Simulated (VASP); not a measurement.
# KHf (Pm-3m) in VASP: single point with PBE

Aim: the single point of KHf with PBE.

Everything below comes from runs of VASP 6.6.1. Logs are shortened: lines on timing, memory, paths and dates and some standing lists are left out, and cuts for length are marked.

## 1. The cell of the first run

Symmetry: Pm-3m, No. 221, cubic system. Conventional cell: a = 4.006 Å, b = 4.006 Å, c = 4.006 Å, α = 90.00°, β = 90.00°, γ = 90.00°. Within 4.6 Å of K (site symmetry m-3m) lie 8 Hf at 3.47 Å and 6 K at 4.01 Å. Hf (site symmetry m-3m) has 8 K at 3.47 Å and 6 Hf at 4.01 Å within 4.6 Å.

## 2. Single point, PBE

The input, INCAR:

```
PREC     = Accurate       # precision mode
ENCUT    = 520            # plane-wave cutoff, eV
EDIFF    = 1E-7           # SCF threshold, eV
ISMEAR   = 0              # smearing method
SIGMA    = 0.1            # smearing width, eV
LREAL    = False          # projectors in reciprocal space
LASPH    = True           # aspherical terms in the spheres
NELM     = 100            # most SCF steps
ALGO     = Normal         # electronic algorithm
ISIF     = 2              # what is computed and relaxed
LWAVE    = False          # write WAVECAR
LCHARG   = False          # write CHGCAR
GGA      = PE             # functional
NBANDS   = 16             # bands
```

The input, KPOINTS:

```
regular mesh
0
Gamma
  14 14 14
```

The input, POSCAR:

```
KHf
1.0
    4.0064360472      0.0000000000      0.0000000000
    0.0000000000      4.0064360472      0.0000000000
    0.0000000000      0.0000000000      4.0064360472
K Hf
1 1
Direct
    0.0000000000      0.0000000000      0.0000000000
    0.5000000000      0.5000000000      0.5000000000
```

Potentials or basis: VASP PAW PBE potentials, release 64 (K_sv, Hf_pv).

Command:

```bash
> cat potpaw_PBE.64/K_sv/POTCAR potpaw_PBE.64/Hf_pv/POTCAR > POTCAR
> mpirun -np 1 vasp_std > vasp.out
```

OUTCAR:

```text
PREC = Accurate
   ENCUT = 520
   EDIFF = 1E-7
   ISMEAR = 0
   LREAL = False
   LASPH = True
   NELM = 100
   ISIF = 2
   GGA = PE

 ion  position               nearest neighbor table
   1  0.000  0.000  0.000-   2 3.47   2 3.47   2 3.47   2 3.47   2 3.47   2 3.47   2 3.47   2 3.47

   2  0.500  0.500  0.500-   1 3.47   1 3.47   1 3.47   1 3.47   1 3.47   1 3.47   1 3.47   1 3.47

  LATTYP: Found a simple cubic cell.
 ALAT       =     4.0064360472

  Lattice vectors:

 A1 = (   4.0064360472,   0.0000000000,   0.0000000000)
 A2 = (   0.0000000000,   4.0064360472,   0.0000000000)
 A3 = (   0.0000000000,   0.0000000000,   4.0064360472)

Analysis of symmetry for initial positions (statically):
=====================================================================
 Subroutine PRICEL returns:
 Original cell was already a primitive cell.

 Routine SETGRP: Setting up the symmetry group for a
 simple cubic supercell.

 Subroutine GETGRP returns: Found 48 space group operations
 (whereof 48 operations were pure point group operations)
 out of a pool of 48 trial point group operations.

The static configuration has the point symmetry O_h .

Analysis of symmetry for dynamics (positions and initial velocities):
=====================================================================
 Subroutine PRICEL returns:
 Original cell was already a primitive cell.

 Routine SETGRP: Setting up the symmetry group for a
 simple cubic supercell.

 Subroutine GETGRP returns: Found 48 space group operations
 (whereof 48 operations were pure point group operations)
 out of a pool of 48 trial point group operations.

The dynamic configuration has the point symmetry O_h .

 Subroutine INISYM returns: Found 48 space group operations
 (whereof 48 operations are pure point group operations),
 and found     1 'primitive' translations

----------------------------------------------------------------------------------------

                                     Primitive cell

  volume of cell :      64.3094

  direct lattice vectors                    reciprocal lattice vectors
     4.006436047  0.000000000  0.000000000     0.249598393  0.000000000  0.000000000
     0.000000000  4.006436047  0.000000000     0.000000000  0.249598393  0.000000000
     0.000000000  0.000000000  4.006436047     0.000000000  0.000000000  0.249598393

  length of vectors
     4.006436047  4.006436047  4.006436047     0.249598393  0.249598393  0.249598393

  position of ions in fractional coordinates (direct lattice)
     0.000000000  0.000000000  0.000000000
     0.500000000  0.500000000  0.500000000

  ion indices of the primitive-cell ions
   primitive index   ion index
                 1           1
                 2           2

----------------------------------------------------------------------------------------

 KPOINTS: regular mesh

Automatic generation of k-mesh.
 Grid dimensions read from file:
 generate k-points for:   14   14   14

 Generating k-lattice:

  Cartesian coordinates                     Fractional coordinates (reciprocal lattice)
     0.017828457  0.000000000  0.000000000     0.071428571  0.000000000  0.000000000
     0.000000000  0.017828457  0.000000000     0.000000000  0.071428571  0.000000000
     0.000000000  0.000000000  0.017828457     0.000000000  0.000000000  0.071428571

  Length of vectors
     0.017828457  0.017828457  0.017828457

  Shift w.r.t. Gamma in fractional coordinates (k-lattice)
     0.000000000  0.000000000  0.000000000

 Subroutine IBZKPT returns following result:
 ===========================================

 Found    120 irreducible k-points:

 Following reciprocal coordinates:
            Coordinates               Weight
  0.000000  0.000000  0.000000      1.000000
  0.071429  0.000000  0.000000      6.000000
  0.142857  0.000000  0.000000      6.000000
  0.214286  0.000000  0.000000      6.000000
  0.285714  0.000000  0.000000      6.000000
  0.357143  0.000000  0.000000      6.000000
[... 16 lines left out ...]
  0.285714  0.214286  0.000000     24.000000
  0.357143  0.214286  0.000000     24.000000
 [... further k-points ...]
   k-points           NKPTS =    120   k-points in BZ     NKDIM =    120   number of bands    NBANDS=     16
   number of dos      NEDOS =    301   number of ions     NIONS =      2
   total plane-waves  NPLWV =  27000
   dimension x,y,z NGX =    30 NGY =   30 NGZ =   30
   dimension x,y,z NGXF=    60 NGYF=   60 NGZF=   60
   ions per type =               1   1
   NGX,Y,Z   is equivalent  to a cutoff of  12.45, 12.45, 12.45 a.u.
   NGXF,Y,Z  is equivalent  to a cutoff of  24.90, 24.90, 24.90 a.u.
 SYSTEM =  unknown system
   PREC   = accura    normal or accurate (medium, high low for compatibility)
   ISTART =      0    job   : 0-new  1-cont  2-samecut
   ICHARG =      2    charge: 1-file 2-atom 10-const
   ISPIN  =      1    spin polarized calculation?
   LNONCOLLINEAR =      F non collinear calculations
   LSORBIT =      F    spin-orbit coupling
   LASPH  =      T    aspherical Exc in radial PAW
   ENCUT  =  520.0 eV  38.22 Ry    6.18 a.u.   7.45  7.45  7.45*2*pi/ulx,y,z
   NELM   =    100;   NELMIN=  2; NELMDL= -5     # of ELM steps
   EDIFF  = 0.1E-06   stopping-criterion for ELM
   LREAL  =      F    real-space projection
   EDIFFG = 0.1E-05   stopping-criterion for IOM
   NSW    =      0    number of steps for IOM
   IBRION =     -1    ionic relax: 0-MD 1-quasi-New 2-CG
   NFREE  =      0    steps in history (QN), initial steepest desc. (CG)
   ISIF   =      2    stress and relaxation
   ISYM   =      2    0-nonsym 1-usesym 2-fastsym
   POTIM  = 0.5000    time-step for ionic-motion
   TEBEG  =    0.0;   TEEND  =   0.0 temperature during run
   PSTRESS=    0.0 pullay stress
   NELECT =      19.0000    total number of electrons
   NUPDOWN=      -1.0000    fix difference up-down
   EMIN   =  10.00;   EMAX   =-10.00  energy-range for DOS
   EFERMI =   0.00;   METHOD = LEGACY
   ISMEAR =     0;   SIGMA  =   0.10  broadening in eV -4-tet -1-fermi 0-gaus
   EFERMI_NEDOS =   21; number of points for ismear=-14 and -15
   IALGO  =     38    algorithm
   IMIX   =      4    mixing-type and parameters
     AMIX     =   0.40;   BMIX     =  1.00
     AMIX_MAG =   1.60;   BMIX_MAG =  1.00
  volume/ion in A,a.u.               =      32.15       216.99
  Fermi-wavevector in a.u.,A,eV,Ry     =   1.090355  2.060472 16.175605  1.188873
  Thomas-Fermi vector in A             =   2.226577
   LORBIT       =      0    0 simple, 1 ext, 2 COOP (PROOUT), +10 PAW based schemes
   GGA     = PE    functional components
   LHFCALC =     F    Hartree Fock is set to
   AEXX    =    0.0000 exact exchange contribution
   IVDW    =     0    specifies the selected vdW correction
   LEPSILON=     F    determine dielectric tensor
   LRPA    =     F    only Hartree local field effects (RPA)
 non-spin polarized calculation
 Gauss-broadening in eV      SIGMA  =   0.10
  energy-cutoff  :      520.00
  volume of cell :       64.31
 maximum number of plane-waves:      1761
 NGX is ok and might be reduce to    30
   NGX = 15   NGY = 15   NGZ = 15

 number of electron      18.9999998 magnetization

 Free energy of the ion-electron system (eV)
  ---------------------------------------------------
  ext. energy  EPLUGINS =         0.00000000
  ---------------------------------------------------
  free energy    TOTEN  =        -7.45830906 eV

  energy without entropy =       -7.45039356  energy(sigma->0) =       -7.45435131

 E-fermi :   2.1581     XC(G=0):  -8.9596

 val. band max:        2.1546366346   @ k =   0.5000   0.4286   0.4286
 cond. band min:       2.1800038186   @ k =   0.5000   0.4286   0.4286
 fundamental gap:      0.0253671840
 Fermi energy:         2.1580662048

 k-point     1 :       0.0000    0.0000    0.0000
  band No.  band energies     occupation
      1     -29.7869      2.00000
      2     -29.7869      2.00000
      3     -29.7869      2.00000
      4     -28.1617      2.00000
      5     -11.6593      2.00000
      6     -11.6593      2.00000
[... 8 lines left out ...]
     15       7.9977      0.00000
     16       8.2756      0.00000

 k-point     2 :       0.0714    0.0000    0.0000
  band No.  band energies     occupation
      1     -29.7888      2.00000
      2     -29.7868      2.00000
      3     -29.7868      2.00000
      4     -28.1607      2.00000
      5     -11.6727      2.00000
      6     -11.6588      2.00000
[... 8 lines left out ...]
     15       7.8840      0.00000
     16       8.1707      0.00000

 k-point     3 :       0.1429    0.0000    0.0000
  band No.  band energies     occupation
      1     -29.7939      2.00000
      2     -29.7865      2.00000
      3     -29.7865      2.00000
      4     -28.1576      2.00000
      5     -11.7095      2.00000
      6     -11.6572      2.00000
[... 8 lines left out ...]
     15       7.5800      0.00000
     16       7.9189      0.00000

 k-point     4 :       0.2143    0.0000    0.0000
  band No.  band energies     occupation
      1     -29.8013      2.00000
      2     -29.7859      2.00000
      3     -29.7859      2.00000
      4     -28.1533      2.00000
      5     -11.7620      2.00000
      6     -11.6550      2.00000
[... 8 lines left out ...]
     15       7.1689      0.00000
     16       7.6223      0.00000
[... 324 lines left out ...]
 k-point    22 :       0.2143    0.2143    0.0000
  band No.  band energies     occupation
      1     -29.8009      2.00000
      2     -29.7979      2.00000
      3     -29.7850      2.00000
      4     -28.1475      2.00000
      5     -11.7623      2.00000
      6     -11.7340      2.00000
[... 8 lines left out ...]
     15       6.6850      0.00000
     16       7.4446      0.00000

 k-point    23 :       0.2857    0.2143    0.0000
  band No.  band energies     occupation
      1     -29.8073      2.00000
      2     -29.7981      2.00000
      3     -29.7844      2.00000
      4     -28.1442      2.00000
      5     -11.8033      2.00000
      6     -11.7372      2.00000
[... 8 lines left out ...]
     15       6.5216      0.00000
     16       7.3438      0.00000

 k-point    24 :       0.3571    0.2143    0.0000
  band No.  band energies     occupation
      1     -29.8140      2.00000
      2     -29.7972      2.00000
      3     -29.7839      2.00000
      4     -28.1412      2.00000
      5     -11.8475      2.00000
      6     -11.7322      2.00000
[... 8 lines left out ...]
     15       6.4786      0.00000
     16       7.1645      0.00000

 [... further k-points ...]
[... 5 lines left out ...]
  --------------------------------------------------------------------------------------
  -------------------------------------------------------------------------------------
  Total       -0.0115570     -0.0115570     -0.0115570     -0.0000000     -0.0000000      0.0000000
  in kB       -0.2879272     -0.2879272     -0.2879272     -0.0000000     -0.0000000      0.0000000
  external PRESSURE =      -0.2879272 kB  Pullay stress =       0.0000000 kB

 VOLUME and BASIS-vectors are now :
 -----------------------------------------------------------------------------
  energy-cutoff  :      520.00
  volume of cell :       64.31
      direct lattice vectors                 reciprocal lattice vectors
     4.006436047  0.000000000  0.000000000     0.249598393  0.000000000  0.000000000
     0.000000000  4.006436047  0.000000000     0.000000000  0.249598393  0.000000000
     0.000000000  0.000000000  4.006436047     0.000000000  0.000000000  0.249598393

 POSITION                                       TOTAL-FORCE (eV/Angst)
 -----------------------------------------------------------------------------------
      0.00000      0.00000      0.00000         0.000000      0.000000      0.000000
      2.00322      2.00322      2.00322         0.000000      0.000000      0.000000
 -----------------------------------------------------------------------------------
    total drift:                                0.000000      0.000000      0.000000

  FREE ENERGIE OF THE ION-ELECTRON SYSTEM (eV)
  ---------------------------------------------------
  free  energy   TOTEN  =        -7.4583090596 eV

  energy  without entropy=       -7.4503935633  energy(sigma->0) =       -7.45435131
```

It took 36 s on 1 thread of Intel Xeon 6975P-C (Granite Rapids), shared host; peak memory 0.26 GiB.

What came out:

* Free energy: -7.4583 eV
* Pressure: 0.0 GPa

Caveat: spin-orbit coupling is left out, which moves the levels of the heavy elements.
